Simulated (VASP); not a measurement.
Wanted: the native input for a VASP 6.6.1 run.

| Property | Result |
| --- | --- |
| Task | single point |
| Functional | r2SCAN |
| Potentials or basis | VASP PAW PBE potentials, release 64 (B, N) |
| Cutoff | 520 eV |
| k mesh | 12 × 12 × 12 |
| Occupations | gaussian, width 0.05 eV |
| Spin | no spin polarisation |
| Dipole correction | no |
| Further INCAR settings | ALGO = Normal; EDIFF = 1e-07; NBANDS = 11 |

BN:

```
CELL_PARAMETERS angstrom
0.00000 1.81300 1.81300
1.81300 0.00000 1.81300
1.81300 1.81300 0.00000
ATOMIC_POSITIONS crystal
B 0.00000 0.00000 0.00000
N 0.75000 0.75000 0.77438
```

This cell differs from its parent crystal: all N atoms moved +0.062 Å, as atom 2 along Cartesian [1 1 0].

The input as run:

POSCAR

```
BN
1.0
    0.0000000000      1.8130010000      1.8130010000
    1.8130010000      0.0000000000      1.8130010000
    1.8130010000      1.8130010000      0.0000000000
B N
1 1
Direct
    0.0000000000      0.0000000000      0.0000000000
    0.7500000000      0.7500000000      0.7743762545
```

INCAR.step1

```
SYSTEM = BN
PREC = Accurate
ENCUT = 520
ISMEAR = 0
SIGMA = 0.05
LREAL = .FALSE.
LASPH = .TRUE.
NELM = 100
NBANDS = 11
GGA = PE
ALGO = Normal
EDIFF = 1E-4
LWAVE = .TRUE.
LCHARG = .FALSE.
```

INCAR.step2

```
SYSTEM = BN
PREC = Accurate
ENCUT = 520
EDIFF = 1E-7
ISMEAR = 0
SIGMA = 0.05
LREAL = .FALSE.
LASPH = .TRUE.
NELM = 100
ALGO = Normal
ISIF = 2
LWAVE = .FALSE.
LCHARG = .FALSE.
METAGGA = R2SCAN
LMIXTAU = .TRUE.
NBANDS = 11
ISTART = 1
```

KPOINTS

```
regular mesh
0
G
  12 12 12
  0 0 0
```

Potentials or basis: VASP PAW PBE potentials, release 64 (B, N).

Launch:

```console
$ cat potpaw_PBE.64/B/POTCAR potpaw_PBE.64/N/POTCAR > POTCAR
$ cp INCAR.step1 INCAR
$ mpirun -np 1 vasp_std > vasp.out
$ cp INCAR.step2 INCAR
$ mpirun -np 1 vasp_std > vasp.out
```

It gave:

```
Pressure               : -3.0 GPa
Largest force          : 1.490 eV/Å
Band gap on the k mesh : 4.38 eV (least direct gap 8.58 eV)
```

Caveat: the cell differs from its parent crystal (all N atoms moved +0.062 Å, as atom 2 along Cartesian [1 1 0]); the PAW data sets were made with another functional, which shifts forces and pressure a little.

Wall time 2.5 min on 1 thread of AMD EPYC 9R45 (Zen 5), on a shared host, peak memory 0.14 GiB.
